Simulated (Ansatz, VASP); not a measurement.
**One calculation of NbH, two programs**

Contents of INCAR:

```
SYSTEM = NbH
PREC = Accurate
ENCUT = 520
EDIFF = 1E-6
ISMEAR = 0
SIGMA = 0.15
LREAL = .FALSE.
LASPH = .TRUE.
NELM = 100
ALGO = Normal
ISIF = 2
LWAVE = .FALSE.
LCHARG = .TRUE.
LELF = .TRUE.
LVHAR = .TRUE.
NBANDS = 14
```

The input KPOINTS:

```
Automatic mesh
0
G
  20 20 20
  0 0 0
```

The input POSCAR:

```
NbH
1.0
   -1.6069640000      1.6069640000      1.9843010000
    1.6069640000     -1.6069640000      1.9843010000
    1.6069640000      1.6069640000     -1.9843010000
Nb H
1 1
Direct
    0.0000000000      0.0000000000      0.0000000000
    0.4874011050      0.4874011050      0.0000000000
```

Input for Ansatz:

```yaml
crystal:
  lattice:
    - [-1.606964, 1.606964, 1.984301]
    - [1.606964, -1.606964, 1.984301]
    - [1.606964, 1.606964, -1.984301]
  atoms:
    - { symbol: Nb, position: [0.0, 0.0, 0.0] }
    - { symbol: H, position: [0.487401105, 0.487401105, 0.0] }
basis:
  ecutwfc: 420
kpoints:
  mp_grid: { grid: [20, 20, 20] }
hamiltonian:
  xc: lda
scf:
  occupations: { method: gaussian, width: 0.15 }
output:
  forces: true
  stress: true
  eigenvalues: true
```

Change from the starting cell: all H atoms moved -0.050 Å, as atom 2 along Cartesian [0 0 1].

Alike in both runs: task single point; functional LDA; k mesh 20 × 20 × 20; occupations gaussian, width 0.15 eV; no spin polarisation.

|  | VASP | Ansatz |
| --- | --- | --- |
| version | VASP 6.6.1 | Ansatz 0.2.0 |
| potentials or method | VASP PAW LDA potentials, release 64 (Nb_sv, H), cutoff 520 eV | scalar-relativistic, plane waves, PAW |
| valence electrons in the cell | 14 | 14 |

```tsv
	VASP	Ansatz	Ansatz less VASP
gap on the k mesh at the Fermi level (eV)	none	none	-
pressure (GPa)	-10.9	-10.7	+0.17
traceless stress, the component that is largest in VASP (GPa)	-0.05	-0.07	-0.018
rms of the force components (eV/Å)	0.251	0.250	-0.0007
```

LDA's correlation is that of Perdew and Zunger in VASP and of Perdew and Wang (1992) in Ansatz. Atom by atom the forces differ by 0.001 eV/Å (rms over components). A gap of «none» marks a metal or a gap that the smearing closes.
